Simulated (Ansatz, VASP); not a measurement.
## One calculation of BaTe, two programs

```
Ba Te
1.0
    -0.04744    3.52027    3.52027
     3.52027   -0.04744    3.52027
     3.52027    3.52027   -0.04744
Ba Te
1 1
Direct
  0.00000 0.00000 0.00000
  0.50000 0.50000 0.50000
```

Change from the starting cell: epitaxial_111 strain +1.0%.

Alike in both runs: task single point; functional r2SCAN; k mesh 6 × 6 × 6; no spin polarisation.

```csv
,VASP,Ansatz
version,VASP 6.6.1,Ansatz 0.2.0
potentials or method,"VASP PAW PBE potentials, release 64 (Ba_sv, Te)","plane waves, PAW"
plane-wave cutoff (eV),520,500
occupations,"gaussian, width 0.01 eV",fixed
valence electrons in the cell,16,26
```

|  | VASP | Ansatz | Ansatz less VASP |
| --- | --- | --- | --- |
| gap on the k mesh at the Fermi level (eV) | 1.90 | 1.98 | +0.071 |
| pressure (GPa) | 0.0 | -0.3 | -0.31 |
| traceless stress, the component that is largest in VASP (GPa) | 0.16 | 0.16 | +0.001 |

VASP's potentials were made for PBE, not for r2SCAN. VASP's potentials hold 16 valence electrons a cell and Ansatz's 26, so a difference there can come from the potentials and not from the codes.

Neither program's run includes spin-orbit coupling.
